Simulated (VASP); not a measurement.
# LiTi8O16 (a cell with a defect) in VASP: a series of runs, part 2 of 2

VASP 6.6.1. Earlier steps stand in the parts before.

### 3 Single point, PBE

INCAR reads:

```
SYSTEM = LiTi8O16
PREC     = Accurate       ! precision mode
ENCUT    = 650            ! plane-wave cutoff, eV
EDIFF    = 1E-6           ! SCF threshold, eV
ISMEAR   = -1             ! smearing method
SIGMA    = 0.01           ! smearing width, eV
LREAL    = Auto         
LASPH    = .TRUE.         ! aspherical terms in the spheres
NELM     = 120            ! most SCF steps
ALGO     = Normal         ! electronic algorithm
ISIF     = 2              ! what is computed and relaxed
LWAVE    = .FALSE.        ! write WAVECAR
LCHARG   = .FALSE.        ! write CHGCAR
GGA      = PE             ! functional
NELECT   = 194.0        
NBANDS   = 116            ! bands
GGA_COMPAT= .FALSE.      
ISYM     = -1
```

KPOINTS reads:

```
explicit points
1
Reciprocal
  0.25000000   0.25000000   0.25000000 1
```

POSCAR reads:

```
LiTi8O16
1.0
    0.0000000000     -7.5970067500      0.0000000000
    7.5970067500      0.0000000000      0.0000000000
   -1.8992516900      1.8992516900      4.8515712600
Ti O Li
8 16 1
Direct
   -0.0045783880      0.0069153494     -0.0060071260
    0.3780805378      0.1097461704      0.4811439171
   -0.0044041828      0.5088004421      0.0082608289
    0.3787699502      0.6189852165      0.4922885540
    0.4947149876      0.0034701957     -0.0158035399
    0.8664145178      0.1133891239      0.4880332315
    0.5065312898      0.5047445334     -0.0010495569
    0.8742649829      0.6228865041      0.5048630369
    0.4637201848      0.2252644272      0.8967733888
    0.1011296209      0.1049296702      0.4091418828
    0.2688107845      0.0167728355      0.0761454342
    0.3893606114      0.3936994255      0.5797789725
    0.4791985175      0.7253412500      0.9004711599
    0.1041142958      0.5951229420      0.4133617528
    0.2683339228      0.5238529797      0.0678007149
    0.4018079125      0.8919241020      0.5727694908
    0.9780779466      0.2272613174      0.9047056644
    0.6008250114      0.1044100253      0.4025378368
    0.7683195171      0.0305173557      0.0796253377
    0.9084029654      0.3964379075      0.5884730631
    0.9659054339      0.7282460426      0.9095214238
    0.6025769940      0.5889582092      0.4061818109
    0.7713278369      0.5202618496      0.0845695091
    0.8937191127      0.8939119518      0.5779871818
    0.1623194206      0.3674741679      0.6424918512
```

Potentials or basis: VASP PAW PBE potentials, release 64 (Ti_sv, O, Li_sv).

Launch:

```console
cat potpaw_PBE.64/Ti_sv/POTCAR potpaw_PBE.64/O/POTCAR potpaw_PBE.64/Li_sv/POTCAR > POTCAR
mpirun -np 1 vasp_std > vasp.out
```

OUTCAR:

```text
SYSTEM = LiTi8O16
   PREC = Accurate
   ENCUT = 650
   EDIFF = 1E-6
   ISMEAR = -1
   LREAL = Auto
   LASPH = .TRUE.
   NELM = 120
   ISIF = 2
   GGA = PE
   NELECT = 194.0
   ISYM = -1

 ion  position               nearest neighbor table
   1  0.995  0.007  0.994-  17 1.89  19 1.93  11 1.96  21 2.00  10 2.01  24 2.02
   2  0.378  0.110  0.481-  16 1.88  18 1.88  11 1.97  10 2.00   9 2.02  12 2.03  25 2.67
   3  0.996  0.509  0.008-  23 1.89  21 1.92  14 1.97  15 1.98  17 2.01  20 2.04  25 2.67
   4  0.379  0.619  0.492-  22 1.91  12 1.93  16 1.96  14 1.97  13 1.98  15 2.06
[... 297 lines left out ...]
  Total       -7.2946439     -1.1128567     -8.0733251     -0.7120674      0.9093359     -1.3479341
  in kB      -41.7394994     -6.3676970    -46.1950654     -4.0744054      5.2031637     -7.7127952
  external PRESSURE =     -31.4340873 kB  Pullay stress =       0.0000000 kB

 VOLUME and BASIS-vectors are now :
 -----------------------------------------------------------------------------
  energy-cutoff  :      650.00
  volume of cell :      280.01
      direct lattice vectors                 reciprocal lattice vectors
     0.000000000 -7.597006750  0.000000000     0.000000000 -0.131630790  0.051529698
     7.597006750  0.000000000  0.000000000     0.131630790  0.000000000  0.051529698
    -1.899251690  1.899251690  4.851571260     0.000000000  0.000000000  0.206118790

 POSITION                                       TOTAL-FORCE (eV/Angst)
 -----------------------------------------------------------------------------------
     -1.83531     -5.67438      4.82243        -0.050513      0.007179      0.008358
     -0.08007     -1.95847      2.33430         0.034444      0.010174      0.049876
      3.84967     -7.54786      0.04008        -0.057088     -0.014822     -0.025010
      3.76745     -1.94254      2.38837         0.000519     -0.014288     -0.033827
     -1.84287     -1.88912      4.77490        -0.016980     -0.009537      0.031245
     -0.06548     -5.65526      2.36773         0.023546     -0.003785      0.041093
[... 17 lines left out ...]
      5.69331     -5.69185      2.80415        -0.028180     -0.036925     -0.003414
      1.57145     -0.01289      3.11710         0.364169     -0.012569     -0.245890
 -----------------------------------------------------------------------------------
    total drift:                                0.044296      0.044632      0.028603

  FREE ENERGIE OF THE ION-ELECTRON SYSTEM (eV)
  ---------------------------------------------------
  free  energy   TOTEN  =      -224.7484182370 eV

  energy  without entropy=     -224.7484182370  energy(sigma->0) =     -224.74841824
```

OSZICAR:

```text
N       E                     dE             d eps       ncg     rms          rms(c)
DAV:   1     0.355125566956E+04    0.35513E+04   -0.10676E+05   232   0.229E+03
DAV:   2     0.544364711511E+03   -0.30069E+04   -0.28866E+04   232   0.690E+02
DAV:   3    -0.221415740385E+03   -0.76578E+03   -0.74013E+03   304   0.285E+02
[... 11 lines left out ...]
DAV:  15    -0.224748419467E+03   -0.31701E-05   -0.33463E-04   344   0.749E-02    0.312E-02
DAV:  16    -0.224748413273E+03    0.61946E-05   -0.45142E-05   336   0.393E-02    0.117E-02
DAV:  17    -0.224748416032E+03   -0.27590E-05   -0.29395E-05   328   0.233E-02    0.801E-03
DAV:  18    -0.224748417612E+03   -0.15798E-05   -0.64265E-06   240   0.119E-02    0.589E-03
DAV:  19    -0.224748418237E+03   -0.62531E-06   -0.15444E-06   152   0.708E-03
   1 F= -.22474842E+03 E0= -.22474842E+03  d E =-.144056E-13
```

stdout:

```text
POSCAR found type information on POSCAR TiO Li
 POSCAR found :  3 types and      25 ions
 scaLAPACK will be used
 LDA part: xc-table for (Slater+PW92), standard interpolation
 POSCAR, INCAR and KPOINTS ok, starting setup
 FFT: planning ... GRIDC
 FFT: planning ... GRID_SOFT
 FFT: planning ... GRID
 WAVECAR not read
 entering main loop
 the old and the new charge density differ
 old charge density:   195.00000 new  194.00000
    0.628E+01
```

Run time: 2 min. Hardware: 1 thread of Intel Xeon Platinum 8375C at 2.90GHz (Ice Lake), shared host; peak memory 0.45 GiB.

What came out:

```yaml
Free_energy: -224.7484 eV
Largest_force: 0.440 eV/Å
```

Forces on the atoms (eV/Å):
```
Ti  -0.051  0.007  0.008
Ti   0.034  0.010  0.050
Ti  -0.057 -0.015 -0.025
Ti   0.001 -0.014 -0.034
Ti  -0.017 -0.010  0.031
Ti   0.024 -0.004  0.041
Ti  -0.036  0.018 -0.004
Ti   0.005  0.042 -0.005
O   -0.019 -0.057  0.035
O    0.035 -0.007  0.037
O    0.002  0.008 -0.005
O   -0.021 -0.062 -0.017
O    0.000  0.017  0.025
O   -0.088 -0.007  0.043
O   -0.028  0.012 -0.044
O   -0.034  0.027 -0.010
O    0.000  0.061  0.023
O   -0.047 -0.019  0.021
O   -0.048  0.001 -0.003
O   -0.024  0.065 -0.012
O    0.001 -0.015  0.045
O    0.008 -0.005  0.031
O    0.023 -0.007  0.018
O   -0.028 -0.037 -0.003
Li   0.364 -0.013 -0.246
```

Levels at points of the mesh, in eV from the Fermi level:
```
           k point  band 93  band 94  band 95  band 96  band 97  band 98  band 99  band 100  band 101  band 102
(0.25, 0.25, 0.25)    -0.70    -0.65    -0.64    -0.61    -0.31     2.55     2.76      2.85      2.98      3.02
```

Caveat: the cell carries a net charge on a neutralising background, which shifts energy and pressure; the cell is charged against a uniform background, so pressure and absolute levels hang on convention.
